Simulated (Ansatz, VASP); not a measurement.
BeAl3: VASP beside Ansatz

The input INCAR:

```
PREC = Accurate ; ENCUT = 520
EDIFF = 1E-6 ; ISMEAR = -1
SIGMA = 0.05 ; LREAL = False
LASPH = True ; NELM = 100
ALGO = Normal ; ISIF = 2
LWAVE = False ; LCHARG = False
GGA = PE ; NBANDS = 14
```

KPOINTS

```
regular mesh
0
Gamma
  8 8 8
```

File POSCAR:

```
BeAl3
1.0
   -1.9421910000      1.9421910000      4.0059687200
    1.9421910000     -1.9421910000      4.0059687200
    1.9421910000      1.9421910000     -4.0059687200
Al Be
3 1
Direct
    0.5000000000      0.5000000000      0.0000000000
    0.2500000000      0.7500000000      0.5000000000
    0.7500000000      0.2500000000      0.5000000000
    0.0000000000      0.0000000000      0.0000000000
```

File input.yaml:

```yaml
crystal:
  lattice:
    - [-1.942191, 1.942191, 4.00596872]
    - [1.942191, -1.942191, 4.00596872]
    - [1.942191, 1.942191, -4.00596872]
  atoms:
    - { symbol: Al, position: [0.5, 0.5, 0.0] }
    - { symbol: Al, position: [0.25, 0.75, 0.5] }
    - { symbol: Al, position: [0.75, 0.25, 0.5] }
    - { symbol: Be, position: [0.0, 0.0, 0.0] }
hamiltonian:
  xc: pbe
  pseudopotentials: { kind: paw }
kpoints:
  mp_grid: { grid: [8, 8, 8] }
  band_path:
    path:
      - [[0.0, 0.0, 0.0], [0.5, -0.5, 0.0], [0.5, -0.5, 0.1175273033], [0.3087636516, -0.3087636516, 0.3087636516], [0.0, 0.0, 0.0], [0.5, 0.5, -0.5], [0.6912363484, 0.3087636516, -0.3087636516], [0.5, 0.0, 0.0], [0.75, -0.25, -0.25], [0.8824726967, 0.1175273033, -0.5], [0.5, 0.5, -0.5]]
      - [[0.5, -0.5, 0.0], [0.75, -0.25, -0.25]]
    npoints: 14
scf:
  occupations: { method: fermi_dirac, width: 0.05 }
  n_extra_bands: 10
output:
  forces: true
  stress: true
  eigenvalues: true
  fatbands: false
  write_density: true
  write_potential: true
  elf: true
  volumetric_format: npy
```

Alike in both runs: functional PBE; k mesh 8 × 8 × 8; occupations fermi-dirac, width 0.05 eV; no spin polarisation.

|  | VASP | Ansatz |
| --- | --- | --- |
| version | VASP 6.6.1 | Ansatz 0.2.0 |
| potentials or method | VASP PAW PBE potentials, release 64 (Al, Be) | Ansatz PAW |
| plane-wave cutoff (eV) | 520 | 420 |
| valence electrons in the cell | 11 | 11 |
| task | single point | band structure |

Ansatz gave:

- gap on the k mesh at the Fermi level (eV): none
- pressure (GPa): -2.6
- traceless stress, the component that is largest in VASP (GPa): -3.21

**Question.** What did VASP give for the same quantities?

**Answer.** gap on the k mesh at the Fermi level (eV): none; pressure (GPa): -2.6; traceless stress, the component that is largest in VASP (GPa): -3.20.

A gap of «none» marks a metal or a gap that the smearing closes.
